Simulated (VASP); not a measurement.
Runs of VASP 6.6.1 on Si2Se. The structure is that of space group Fd-3m (No. 227), or close to it. The cells are those of the table. 

| task | cell | k mesh | cutoff (eV) | gap on the mesh (eV) | pressure (GPa) | relaxed volume (Å³/atom) |
| --- | --- | --- | --- | --- | --- | --- |
| relaxation of cell and atoms | relaxed from a = 5.423 Å, angles 60.0°, 6 atoms | 4 × 4 × 4 | 600 | none | 0.0 | 17.53 |
| single point | a = 5.292 Å, angles 60.0°, 6 atoms | 10 × 10 × 10 | 520 | none | 0.0 | - |
| single point | a = 5.423 Å, angles 60.0°, 6 atoms | 4 × 4 × 4 | 520 | none | -4.4 | - |
| relaxation of cell and atoms | relaxed from a = 5.295 Å, angles 60.0°, 6 atoms | 10 × 10 × 10 | 600 | none | 0.0 | 17.47 |
| single point | a = 5.295 Å, angles 60.0°, 6 atoms | 4 × 4 × 4 | 520 | none | (a) | - |

Alike in all rows: level PBE; potentials or basis VASP PAW PBE potentials, release 64 (Si, Se); no spin polarisation; smearing gaussian 0.1 eV.

**Question.** Estimate the missing entries.

**Answer.** (a) 0.2.

Caveats: some runs use coarse meshes.

A k mesh can miss the band edges, and the runs leave out spin-orbit coupling on Se.

A gap of «none» marks levels without a gap at the run's occupations.
